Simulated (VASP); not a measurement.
# Sb (R-3m) in VASP: further runs

Aim: see how the results for Sb move with the level of theory and the settings. Levels: PBE+D3(BJ), PBE. Tasks: relaxation of cell and atoms, single point.

All numbers are computed with VASP 6.6.1; they aren't measurements. Logs are shortened: lines on timing, memory, paths and dates and some standing lists are left out, and cuts for length are marked.

### 1 The cell of the first run

Symmetry: R-3m, No. 166, trigonal system. Conventional cell: a = 4.308 Å, b = 4.308 Å, c = 11.274 Å, α = 90.00°, β = 90.00°, γ = 120.00°. Sb (site symmetry 3m) has 6 Sb at 2.91 to 3.35 Å within 3.8 Å.

### 2 Relaxation of cell and atoms, PBE+D3(BJ)

Input file INCAR:

```
SYSTEM = Sb
  PREC = Accurate
  ENCUT = 600
  EDIFF = 1E-6
  ISMEAR = -1
  SIGMA = 0.05
  LREAL = .False.
  LASPH = .True.
  NELM = 80
  ALGO = Normal
  ISIF = 3
  LWAVE = .False.
  LCHARG = .False.
  GGA = PE
  IVDW = 12
  IBRION = 2
  NSW = 80
  EDIFFG = -0.02
```

Input file KPOINTS:

```
Automatic mesh
0
Gamma
  8 8 8
  0 0 0
```

Input file POSCAR:

```
Sb
1.0
    2.1542000000      1.2437279499      3.7580000000
   -2.1542000000      1.2437279499      3.7580000000
    0.0000000000     -2.4874558998      3.7580000000
Sb
2
Direct
    0.7665100000      0.7665100000      0.7665100000
    0.2334900000      0.2334900000      0.2334900000
```

Potentials or basis: VASP PAW PBE potentials, release 64 (Sb).

Started as:

```
> cat potpaw_PBE.64/Sb/POTCAR > POTCAR
> mpirun -np 1 vasp_std > vasp.out
```

OUTCAR:

```text
SYSTEM = Sb
   PREC = Accurate
   ENCUT = 600
   EDIFF = 1E-6
   ISMEAR = -1
   LREAL = .False.
   LASPH = .True.
   NELM = 80
   ISIF = 3
   GGA = PE
   IVDW = 12
   IBRION = 2
   NSW = 80
   EDIFFG = -0.02
 IVDW          = 12

 ion  position               nearest neighbor table
   1  0.767  0.767  0.767-   2 2.91   2 2.91   2 2.91   2 3.35   2 3.35   2 3.35
   2  0.233  0.233  0.233-   1 2.91   1 2.91   1 2.91   1 3.35   1 3.35   1 3.35

  LATTYP: Found a trigonal (rhomboedric) cell.
 ALAT       =     4.5066618304
 COS(alpha) =     0.5430253624

  Lattice vectors:

 A1 = (   2.1542000000,   1.2437279499,   3.7580000000)
 A2 = (  -2.1542000000,   1.2437279499,   3.7580000000)
 A3 = (   0.0000000000,  -2.4874558998,   3.7580000000)

Analysis of symmetry for initial positions (statically):
=====================================================================
 Subroutine PRICEL returns:
 Original cell was already a primitive cell.

 Routine SETGRP: Setting up the symmetry group for a
 trigonal (rhombohedral) supercell.

 Subroutine GETGRP returns: Found 12 space group operations
 (whereof 12 operations were pure point group operations)
 out of a pool of 12 trial point group operations.

The static configuration has the point symmetry D_3d.

Analysis of symmetry for dynamics (positions and initial velocities):
=====================================================================
 Subroutine PRICEL returns:
 Original cell was already a primitive cell.

 Routine SETGRP: Setting up the symmetry group for a
 trigonal (rhombohedral) supercell.

 Subroutine GETGRP returns: Found 12 space group operations
 (whereof 12 operations were pure point group operations)
 out of a pool of 12 trial point group operations.

The dynamic configuration has the point symmetry D_3d.

 Subroutine INISYM returns: Found 12 space group operations
 (whereof 12 operations are pure point group operations),
 and found     1 'primitive' translations

----------------------------------------------------------------------------------------

                                     Primitive cell

  volume of cell :      60.4115

  direct lattice vectors                    reciprocal lattice vectors
     2.154200000  1.243727950  3.758000000     0.232104726  0.134005726  0.088699663
    -2.154200000  1.243727950  3.758000000    -0.232104726  0.134005726  0.088699663
     0.000000000 -2.487455900  3.758000000     0.000000000 -0.268011452  0.088699663

  length of vectors
     4.506661830  4.506661830  4.506661830     0.282307932  0.282307932  0.282307932

  position of ions in fractional coordinates (direct lattice)
     0.766510000  0.766510000  0.766510000
     0.233490000  0.233490000  0.233490000

  ion indices of the primitive-cell ions
   primitive index   ion index
                 1           1
                 2           2

----------------------------------------------------------------------------------------

 KPOINTS: Automatic mesh

Automatic generation of k-mesh.
 Grid dimensions read from file:
 generate k-points for:    8    8    8

 Generating k-lattice:

  Cartesian coordinates                     Fractional coordinates (reciprocal lattice)
     0.029013091  0.016750716  0.011087458     0.125000000  0.000000000  0.000000000
    -0.029013091  0.016750716  0.011087458     0.000000000  0.125000000  0.000000000
     0.000000000 -0.033501431  0.011087458     0.000000000  0.000000000  0.125000000

  Length of vectors
     0.035288491  0.035288491  0.035288491

  Shift w.r.t. Gamma in fractional coordinates (k-lattice)
     0.000000000  0.000000000  0.000000000

 Subroutine IBZKPT returns following result:
 ===========================================

 Found     65 irreducible k-points:

 Following reciprocal coordinates:
            Coordinates               Weight
  0.000000  0.000000  0.000000      1.000000
  0.125000 -0.000000  0.000000      6.000000
  0.250000 -0.000000  0.000000      6.000000
  0.375000 -0.000000 -0.000000      6.000000
  0.500000 -0.000000  0.000000      3.000000
  0.125000  0.125000  0.000000      6.000000
[... 16 lines left out ...]
  0.250000  0.125000  0.125000      6.000000
  0.375000  0.125000  0.125000      6.000000
 [... further k-points ...]
   k-points           NKPTS =     65   k-points in BZ     NKDIM =     65   number of bands    NBANDS=      9
   number of dos      NEDOS =    301   number of ions     NIONS =      2
   total plane-waves  NPLWV =  46656
   dimension x,y,z NGX =    36 NGY =   36 NGZ =   36
   dimension x,y,z NGXF=    72 NGYF=   72 NGZF=   72
   ions per type =               2
   NGX,Y,Z   is equivalent  to a cutoff of  13.28, 13.28, 13.28 a.u.
   NGXF,Y,Z  is equivalent  to a cutoff of  26.56, 26.56, 26.56 a.u.
 SYSTEM =  Sb
   PREC   = accura    normal or accurate (medium, high low for compatibility)
   ISTART =      0    job   : 0-new  1-cont  2-samecut
   ICHARG =      2    charge: 1-file 2-atom 10-const
   ISPIN  =      1    spin polarized calculation?
   LNONCOLLINEAR =      F non collinear calculations
   LSORBIT =      F    spin-orbit coupling
   LASPH  =      T    aspherical Exc in radial PAW
   ENCUT  =  600.0 eV  44.10 Ry    6.64 a.u.   9.00  9.00  9.00*2*pi/ulx,y,z
   NELM   =     80;   NELMIN=  2; NELMDL= -5     # of ELM steps
   EDIFF  = 0.1E-05   stopping-criterion for ELM
   LREAL  =      F    real-space projection
   EDIFFG = -.2E-01   stopping-criterion for IOM
   NSW    =     80    number of steps for IOM
   IBRION =      2    ionic relax: 0-MD 1-quasi-New 2-CG
   NFREE  =      1    steps in history (QN), initial steepest desc. (CG)
   ISIF   =      3    stress and relaxation
   ISYM   =      2    0-nonsym 1-usesym 2-fastsym
   POTIM  = 0.5000    time-step for ionic-motion
   TEBEG  =    0.0;   TEEND  =   0.0 temperature during run
   PSTRESS=    0.0 pullay stress
   NELECT =      10.0000    total number of electrons
   NUPDOWN=      -1.0000    fix difference up-down
   EMIN   =  10.00;   EMAX   =-10.00  energy-range for DOS
   EFERMI =   0.00;   METHOD = LEGACY
   ISMEAR =    -1;   SIGMA  =   0.05  broadening in eV -4-tet -1-fermi 0-gaus
   EFERMI_NEDOS =   21; number of points for ismear=-14 and -15
   IALGO  =     38    algorithm
   IMIX   =      4    mixing-type and parameters
     AMIX     =   0.40;   BMIX     =  1.00
     AMIX_MAG =   1.60;   BMIX_MAG =  1.00
  volume/ion in A,a.u.               =      30.21       203.84
  Fermi-wavevector in a.u.,A,eV,Ry     =   0.898880  1.698637 10.993305  0.807985
  Thomas-Fermi vector in A             =   2.021644
   LORBIT       =      0    0 simple, 1 ext, 2 COOP (PROOUT), +10 PAW based schemes
   GGA     = PE    functional components
   LHFCALC =     F    Hartree Fock is set to
   AEXX    =    0.0000 exact exchange contribution
   IVDW    =    12    specifies the selected vdW correction
   LEPSILON=     F    determine dielectric tensor
   LRPA    =     F    only Hartree local field effects (RPA)
 conjugate gradient relaxation of ions
 non-spin polarized calculation
  energy-cutoff  :      600.00
  volume of cell :       60.41
 maximum number of plane-waves:      2032
   NGX = 17   NGY = 17   NGZ = 17

--------------------------------------- Ionic step        1  -------------------------------------------

 number of electron      10.0000000 magnetization

 Free energy of the ion-electron system (eV)
  ---------------------------------------------------
  ext. energy  EPLUGINS =         0.00000000
  ---------------------------------------------------
  free energy    TOTEN  =        -8.25789671 eV

  energy without entropy =       -8.25502256  energy(sigma->0) =       -8.25645963

------------------------ aborting loop because EDIFF is reached ----------------------------------------

 Edisp (eV)   -0.94507

 E8    (eV) :    -0.4410

  FORCE on cell =-STRESS in cart. coord.  units (eV):
  Direction    XX          YY          ZZ          XY          YZ          ZX
  --------------------------------------------------------------------------------------
  -------------------------------------------------------------------------------------
  Total       0.14417     0.14417    -0.10038     0.00000     0.00000     0.00000
  in kB       3.82358     3.82358    -2.66230     0.00000     0.00000     0.00000
  external pressure =        1.66 kB  Pullay stress =        0.00 kB
[... 181 lines left out ...]
  energy  without entropy=       -9.2076916033  energy(sigma->0) =       -9.20920152

--------------------------------------- Ionic step        6  -------------------------------------------

 number of electron      10.0000000 magnetization

 Free energy of the ion-electron system (eV)
  ---------------------------------------------------
  ext. energy  EPLUGINS =         0.00000000
  ---------------------------------------------------
  free energy    TOTEN  =        -8.25068974 eV

  energy without entropy =       -8.24765280  energy(sigma->0) =       -8.24917127

 E-fermi :   7.4801     XC(G=0):  -9.6087

 val. band max:        7.4686000221   @ k =   0.3750   0.2500   0.2500
 cond. band min:       7.5120552749   @ k =   0.3750   0.1250   0.1250
 fundamental gap:      0.0434552528
 Fermi energy:         7.4800691174

 k-point     1 :       0.0000    0.0000    0.0000
  band No.  band energies     occupation
      1      -5.3155      2.00000
      2       2.7432      2.00000
      3       5.4468      2.00000
      4       5.6089      2.00000
      5       5.6089      2.00000
      6       9.8034      0.00000
      7      10.2683      0.00000
      8      10.2683      0.00000
      9      12.3663      0.00000
[... 265 lines left out ...]
 k-point    24 :       0.3750    0.1250    0.1250
  band No.  band energies     occupation
      1      -4.2832      2.00000
      2      -0.1274      2.00000
      3       4.1340      2.00000
      4       6.0715      2.00000
      5       7.5121      0.69062
      6       7.6710      0.04301
      7       7.8764      0.00072
      8      10.5925      0.00000
      9      12.4119      0.00000

 [... further k-points ...]

------------------------ aborting loop because EDIFF is reached ----------------------------------------

 Edisp (eV)   -0.96014

 E8    (eV) :    -0.4480

  FORCE on cell =-STRESS in cart. coord.  units (eV):
  Direction    XX          YY          ZZ          XY          YZ          ZX
  --------------------------------------------------------------------------------------
  -------------------------------------------------------------------------------------
  Total       0.02228     0.02228    -0.03240     0.00000    -0.00000    -0.00000
  in kB       0.59990     0.59990    -0.87254     0.00000    -0.00000    -0.00000
  external pressure =        0.11 kB  Pullay stress =        0.00 kB
[... 17 lines left out ...]
  FREE ENERGIE OF THE ION-ELECTRON SYSTEM (eV)
  ---------------------------------------------------
  free  energy   TOTEN  =        -9.2108324686 eV

  energy  without entropy=       -9.2077955323  energy(sigma->0) =       -9.20931400

 reached required accuracy - stopping structural energy minimisation
```

It took 41 s on 1 thread of Intel Xeon 6975P-C (Granite Rapids), shared host; peak memory 0.23 GiB.

What came out:

- Free energy: -9.2108 eV
- Relaxed volume: 29.75 Å³/atom
- Relaxed cell: a = 4.445 Å, b = 4.445 Å, c = 4.445 Å, α = 58.16°, β = 58.16°, γ = 58.16°
- Space group after relaxing (to 0.05 Å): R-3m (No. 166)
- Energy gained by relaxing: 3.9 meV/atom
- Ionic steps: 6
- Pressure after relaxing: 0.0 GPa
- Largest force after relaxing: 0.016 eV/Å
- Band gap on the k mesh: zero (band 5 reaches 7.51 eV, above the bottom of band 6 at 7.28 eV)
- Dispersion energy per atom: -0.480 eV

Forces on the atoms (eV/Å):
```
Sb   0.000  0.000  0.016
Sb   0.000  0.000 -0.016
```

The path:
```
step  energy change (eV)  largest force (eV/Å)  pressure (GPa)  volume (Å³)
   1              0.0000                0.1998            0.17        60.41
   2             -0.0033                0.0836           -0.42        60.69
   3             -0.0036                0.0274           -0.70        60.83
   4             -0.0059                0.0129           -0.48        60.40
   5             -0.0077                0.0090           -0.13        59.73
   6             -0.0079                0.0158            0.01        59.50
```

Final structure:
```
Sb
1.0
     2.16067    1.24746    3.67919
    -2.16067    1.24746    3.67919
     0.00000   -2.49493    3.67919
Sb
2
Direct
  0.76357 0.76357 0.76357
  0.23643 0.23643 0.23643
```

Caveat: spin-orbit coupling is left out, which moves the levels of the heavy elements; pairwise dispersion overbinds metals, which lowers pressure and volume.

(Part 1 of 2 ends here.)
